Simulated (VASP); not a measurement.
# LiMg8 in VASP: notebook

Runs on LiMg8. Level: LDA. Tasks: relaxation of the atoms, single point.

Everything below comes from runs of VASP 6.6.1. Logs are shortened: lines on timing, memory, paths and dates and some standing lists are left out, and cuts for length are marked.

### 1 The cell of the first run

The cell holds a slab with vacuum, 9 atoms: a = 6.293 Å, b = 5.039 Å, c = 19.085 Å, α = 90.00°, β = 90.00°, γ = 90.00°.

### 2 Relaxation of the atoms, LDA

File INCAR:

```
  PREC = Accurate
  ENCUT = 520
  EDIFF = 1E-7
  ISMEAR = 0
  SIGMA = 0.1
  LREAL = False
  LASPH = True
  NELM = 100
  ALGO = Normal
  ISIF = 2
  LWAVE = False
  LCHARG = False
  LDIPOL = True
  IDIPOL = 3
  DIPOL = 0.5 0.5 0.330
  IBRION = 2
  NSW = 36
  EDIFFG = -0.025
```

File KPOINTS:

```
regular mesh
0
Gamma
  4 5 1
```

File POSCAR:

```
LiMg8
1.0
    6.2932257366      0.0000000000      0.0000000000
    0.0000000000      5.0388886594      0.0000000000
    0.0000000000      0.0000000000     19.0846137325
Mg Li
8 1
Selective dynamics
Direct
    0.0000000000      0.7500000000      0.2095929242  F F F
    0.5000000000      0.7500000000      0.2095929242  F F F
    0.2500000000      0.2500000000      0.2571887995  F F F
    0.7500000000      0.2500000000      0.2571887995  F F F
    0.2500000000      0.7500000000      0.3565915112  F F F
    0.7500000000      0.7500000000      0.3565915112  F F F
    0.0000000000      0.2500000000      0.3974203428  F F F
    0.5000000000      0.2500000000      0.3974203428  F F F
    0.0000000000      0.3750000000      0.5305541447  F F T
```

Potentials or basis: VASP PAW LDA potentials, release 64 (Mg, Li_sv).

On the command line:

```console
$ cat potpaw_LDA.64/Mg/POTCAR potpaw_LDA.64/Li_sv/POTCAR > POTCAR
$ mpirun -np 1 vasp_std > vasp.out
```

OUTCAR:

```text
PREC = Accurate
   ENCUT = 520
   EDIFF = 1E-7
   ISMEAR = 0
   LREAL = False
   LASPH = True
   NELM = 100
   ISIF = 2
   IBRION = 2
   NSW = 36
   EDIFFG = -0.025

 ion  position               nearest neighbor table
   1  0.000  0.750  0.210-   3 3.11   4 3.11   3 3.11   4 3.11   2 3.15   2 3.15   6 3.22   5 3.22

   2  0.500  0.750  0.210-   3 3.11   4 3.11   3 3.11   4 3.11   1 3.15   1 3.15   6 3.22   5 3.22

   3  0.250  0.250  0.257-   7 3.10   8 3.10   1 3.11   2 3.11   1 3.11   2 3.11   4 3.15   4 3.15
                             5 3.15   5 3.15
   4  0.750  0.250  0.257-   7 3.10   8 3.10   1 3.11   2 3.11   1 3.11   2 3.11   3 3.15   3 3.15
                             6 3.15   6 3.15
   5  0.250  0.750  0.357-   7 3.07   8 3.07   7 3.07   8 3.07   6 3.15   6 3.15   3 3.15   3 3.15
                             1 3.22   2 3.22
   6  0.750  0.750  0.357-   7 3.07   8 3.07   7 3.07   8 3.07   5 3.15   5 3.15   4 3.15   4 3.15
                             1 3.22   2 3.22
   7  0.000  0.250  0.397-   9 2.62   6 3.07   5 3.07   5 3.07   6 3.07   4 3.10   3 3.10   8 3.15
                             8 3.15
   8  0.500  0.250  0.397-   5 3.07   6 3.07   5 3.07   6 3.07   3 3.10   4 3.10   7 3.15   7 3.15

   9  0.000  0.375  0.531-   7 2.62

  LATTYP: Found a simple orthorhombic cell.
 ALAT       =     5.0388886594
 B/A-ratio  =     1.2489312946
 C/A-ratio  =     3.7874648603

  Lattice vectors:

 A1 = (   0.0000000000,  -5.0388886594,   0.0000000000)
 A2 = (   6.2932257366,   0.0000000000,   0.0000000000)
 A3 = (   0.0000000000,   0.0000000000,  19.0846137325)

Analysis of symmetry for initial positions (statically):
=====================================================================
 Subroutine PRICEL returns:
 Original cell was already a primitive cell.

 Routine SETGRP: Setting up the symmetry group for a
 simple orthorhombic supercell.

 Subroutine GETGRP returns: Found  2 space group operations
 (whereof  2 operations were pure point group operations)
 out of a pool of  8 trial point group operations.

The static configuration has the point symmetry C_1h.

Analysis of symmetry for dynamics (positions and initial velocities):
=====================================================================
 Subroutine PRICEL returns:
 Original cell was already a primitive cell.

 Routine SETGRP: Setting up the symmetry group for a
 simple orthorhombic supercell.

 Subroutine GETGRP returns: Found  2 space group operations
 (whereof  2 operations were pure point group operations)
 out of a pool of  8 trial point group operations.

The dynamic configuration has the point symmetry C_1h.

Analysis of constrained symmetry for selective dynamics:
=====================================================================
 Subroutine PRICEL returns:
 Original cell was already a primitive cell.

 Routine SETGRP: Setting up the symmetry group for a
 simple orthorhombic supercell.

 Subroutine GETGRP returns: Found  2 space group operations
 (whereof  2 operations were pure point group operations)
 out of a pool of  8 trial point group operations.

The constrained configuration has the point symmetry C_1h.

 Subroutine INISYM returns: Found  2 space group operations
 (whereof  2 operations are pure point group operations),
 and found     1 'primitive' translations

----------------------------------------------------------------------------------------

                                     Primitive cell

  volume of cell :     605.1896

  direct lattice vectors                    reciprocal lattice vectors
     6.293225737  0.000000000  0.000000000     0.158901022  0.000000000  0.000000000
     0.000000000  5.038888659  0.000000000     0.000000000  0.198456459  0.000000000
     0.000000000  0.000000000 19.084613732     0.000000000  0.000000000  0.052398231

  length of vectors
     6.293225737  5.038888659 19.084613732     0.158901022  0.198456459  0.052398231
[... 41 lines left out ...]

  Shift w.r.t. Gamma in fractional coordinates (k-lattice)
     0.000000000  0.000000000  0.000000000

 Subroutine IBZKPT returns following result:
 ===========================================

 Found      9 irreducible k-points:

 Following reciprocal coordinates:
            Coordinates               Weight
  0.000000  0.000000  0.000000      1.000000
  0.250000  0.000000  0.000000      2.000000
  0.500000  0.000000  0.000000      1.000000
  0.000000  0.200000  0.000000      2.000000
  0.250000  0.200000  0.000000      4.000000
  0.500000  0.200000  0.000000      2.000000
  0.000000  0.400000  0.000000      2.000000
  0.250000  0.400000  0.000000      4.000000
  0.500000  0.400000  0.000000      2.000000
   k-points           NKPTS =      9   k-points in BZ     NKDIM =      9   number of bands    NBANDS=     14
   number of dos      NEDOS =    301   number of ions     NIONS =      9
   total plane-waves  NPLWV = 276480
   dimension x,y,z NGX =    48 NGY =   40 NGZ =  144
   dimension x,y,z NGXF=    96 NGYF=   80 NGZF=  288
   ions per type =               8   1
   NGX,Y,Z   is equivalent  to a cutoff of  12.68, 13.20, 12.54 a.u.
   NGXF,Y,Z  is equivalent  to a cutoff of  25.36, 26.39, 25.09 a.u.
 SYSTEM =  unknown system
   PREC   = accura    normal or accurate (medium, high low for compatibility)
   ISTART =      0    job   : 0-new  1-cont  2-samecut
   ICHARG =      2    charge: 1-file 2-atom 10-const
   ISPIN  =      1    spin polarized calculation?
   LNONCOLLINEAR =      F non collinear calculations
   LSORBIT =      F    spin-orbit coupling
   LASPH  =      T    aspherical Exc in radial PAW
   ENCUT  =  520.0 eV  38.22 Ry    6.18 a.u.  11.70  9.37 35.48*2*pi/ulx,y,z
   NELM   =    100;   NELMIN=  2; NELMDL= -5     # of ELM steps
   EDIFF  = 0.1E-06   stopping-criterion for ELM
   LREAL  =      F    real-space projection
   EDIFFG = -.3E-01   stopping-criterion for IOM
   NSW    =     36    number of steps for IOM
   IBRION =      2    ionic relax: 0-MD 1-quasi-New 2-CG
   NFREE  =      1    steps in history (QN), initial steepest desc. (CG)
   ISIF   =      2    stress and relaxation
   ISYM   =      2    0-nonsym 1-usesym 2-fastsym
   POTIM  = 0.5000    time-step for ionic-motion
   TEBEG  =    0.0;   TEEND  =   0.0 temperature during run
   PSTRESS=    0.0 pullay stress
   NELECT =      19.0000    total number of electrons
   NUPDOWN=      -1.0000    fix difference up-down
   EMIN   =  10.00;   EMAX   =-10.00  energy-range for DOS
   EFERMI =   0.00;   METHOD = LEGACY
   ISMEAR =     0;   SIGMA  =   0.10  broadening in eV -4-tet -1-fermi 0-gaus
   EFERMI_NEDOS =   21; number of points for ismear=-14 and -15
   IALGO  =     38    algorithm
   IMIX   =      4    mixing-type and parameters
     AMIX     =   0.40;   BMIX     =  1.00
     AMIX_MAG =   1.60;   BMIX_MAG =  1.00
  volume/ion in A,a.u.               =      67.24       453.78
  Fermi-wavevector in a.u.,A,eV,Ry     =   0.516451  0.975950  3.628964  0.266721
  Thomas-Fermi vector in A             =   1.532387
   LORBIT       =      0    0 simple, 1 ext, 2 COOP (PROOUT), +10 PAW based schemes
   GGA     = CA    functional components
   LHFCALC =     F    Hartree Fock is set to
   AEXX    =    0.0000 exact exchange contribution
   IVDW    =     0    specifies the selected vdW correction
   LEPSILON=     F    determine dielectric tensor
   LRPA    =     F    only Hartree local field effects (RPA)
 conjugate gradient relaxation of ions
 non-spin polarized calculation
 Gauss-broadening in eV      SIGMA  =   0.10
  energy-cutoff  :      520.00
  volume of cell :      605.19
 maximum number of plane-waves:     16352
 NGX is ok and might be reduce to    48
   NGX = 23   NGY = 19   NGZ = 71

--------------------------------------- Ionic step        1  -------------------------------------------

 number of electron      18.9999997 magnetization

 Free energy of the ion-electron system (eV)
  ---------------------------------------------------
  ext. energy  EPLUGINS =         0.00000000
  ---------------------------------------------------
  free energy    TOTEN  =       -13.00417014 eV

  energy without entropy =      -12.98430432  energy(sigma->0) =      -12.99423723

------------------------ aborting loop because EDIFF is reached ----------------------------------------

  FORCE on cell =-STRESS in cart. coord.  units (eV):
  Direction    XX          YY          ZZ          XY          YZ          ZX
  --------------------------------------------------------------------------------------
  -------------------------------------------------------------------------------------
  Total       -2.7178964     -2.6337721     -1.4810070      0.0000000      0.5850816      0.0000000
  in kB       -7.1953517     -6.9726414     -3.9208141      0.0000000      1.5489435      0.0000000
  external PRESSURE =      -6.0296024 kB  Pullay stress =       0.0000000 kB
[... 116 lines left out ...]
--------------------------------------- Ionic step        4  -------------------------------------------

 number of electron      19.0000002 magnetization

 dipolmoment           0.000000      0.000000     -0.284791 electrons x Angstroem

 Free energy of the ion-electron system (eV)
  ---------------------------------------------------
  ext. energy  EPLUGINS =         0.00000000
  ---------------------------------------------------
  free energy    TOTEN  =       -13.00495115 eV

  energy without entropy =      -12.98552278  energy(sigma->0) =      -12.99523697

 E-fermi :  -1.1441     XC(G=0):  -3.9526

 val. band max:       -1.2142950553   @ k =   0.0000   0.2000   0.0000
 cond. band min:      -1.1136983907   @ k =   0.0000   0.0000   0.0000
 fundamental gap:      0.1005966646
 Fermi energy:        -1.1441492853

 k-point     1 :       0.0000    0.0000    0.0000
  band No.  band energies     occupation
      1     -49.0654      2.00000
      2      -7.3780      2.00000
      3      -5.2575      2.00000
      4      -3.7308      2.00000
      5      -3.6153      2.00000
      6      -2.7504      2.00000
      7      -1.9512      2.00000
      8      -1.7774      2.00000
      9      -1.4328      1.99996
     10      -1.2370      1.81099
     11      -1.1137      0.66673
     12      -0.0107      0.00000
     13       0.1431      0.00000
     14       0.6363      0.00000
[... 124 lines left out ...]
      3      -5.5016      2.00000
      4      -4.4190      2.00000
      5      -4.3855      2.00000
      6      -3.4065      2.00000
      7      -3.2830      2.00000
      8      -2.3672      2.00000
      9      -2.2192      2.00000
     10      -1.1107      0.63628
     11      -0.7271      0.00000
     12      -0.1220      0.00000
     13       0.2355      0.00000
     14       0.2891      0.00000

------------------------ aborting loop because EDIFF is reached ----------------------------------------

 vacuum level on the upper side and lower side of the slab       (xc-potential included)        -1.182         0.507

  FORCE on cell =-STRESS in cart. coord.  units (eV):
  Direction    XX          YY          ZZ          XY          YZ          ZX
  --------------------------------------------------------------------------------------
  -------------------------------------------------------------------------------------
  Total       -2.7341678     -2.6117707     -1.3592805      0.0000000      0.6234584      0.0000000
  in kB       -7.2384286     -6.9143950     -3.5985557      0.0000000      1.6505421      0.0000000
  external PRESSURE =      -5.9171265 kB  Pullay stress =       0.0000000 kB
[... 24 lines left out ...]
  FREE ENERGIE OF THE ION-ELECTRON SYSTEM (eV)
  ---------------------------------------------------
  free  energy   TOTEN  =       -13.0049511550 eV

  energy  without entropy=      -12.9855227768  energy(sigma->0) =      -12.99523697

 reached required accuracy - stopping structural energy minimisation

 vacuum level on the upper side and lower side of the slab         0.502         2.235
```

Run time: 4.6 min. Hardware: 1 thread of Intel Xeon Platinum 8259CL at 2.50GHz (Skylake/Cascade Lake), shared host; peak memory 0.46 GiB.

What came out:

```yaml
Free_energy: -13.0050 eV
Energy_gained_by_relaxing: 0.1 meV/atom
Ionic_steps: 4
Band_gap_on_the_k_mesh: zero (an odd number of electrons rules out a gap without spin polarisation)
```

Step by step:
```
step  energy change (eV)  largest force on free atoms (eV/Å)  pressure (GPa)
   1              0.0000                              0.0545           -0.60
   2             -0.0001                              0.0497           -0.60
   3             -0.0005                              0.0350           -0.60
   4             -0.0008                              0.0036           -0.59
```

Final structure:
```yaml
crystal:
  lattice:
    - [6.29323, 0.00000, 0.00000]
    - [0.00000, 5.03889, 0.00000]
    - [0.00000, 0.00000, 19.08461]
  atoms:
    - { symbol: Mg, position: [0.00000, 0.75000, 0.20959] }
    - { symbol: Mg, position: [0.50000, 0.75000, 0.20959] }
    - { symbol: Mg, position: [0.25000, 0.25000, 0.25719] }
    - { symbol: Mg, position: [0.75000, 0.25000, 0.25719] }
    - { symbol: Mg, position: [0.25000, 0.75000, 0.35659] }
    - { symbol: Mg, position: [0.75000, 0.75000, 0.35659] }
    - { symbol: Mg, position: [0.00000, 0.25000, 0.39742] }
    - { symbol: Mg, position: [0.50000, 0.25000, 0.39742] }
    - { symbol: Li, position: [0.00000, 0.37500, 0.52918] }
```

Caveat: the cutoff is under 1.25 times the usual one of these potentials, so pressure, stress and relaxed cells hold a basis-set (Pulay) error.

[end of part 1 of 2]

The gap in the log of VASP goes by the Fermi energy; the results here count the filled bands.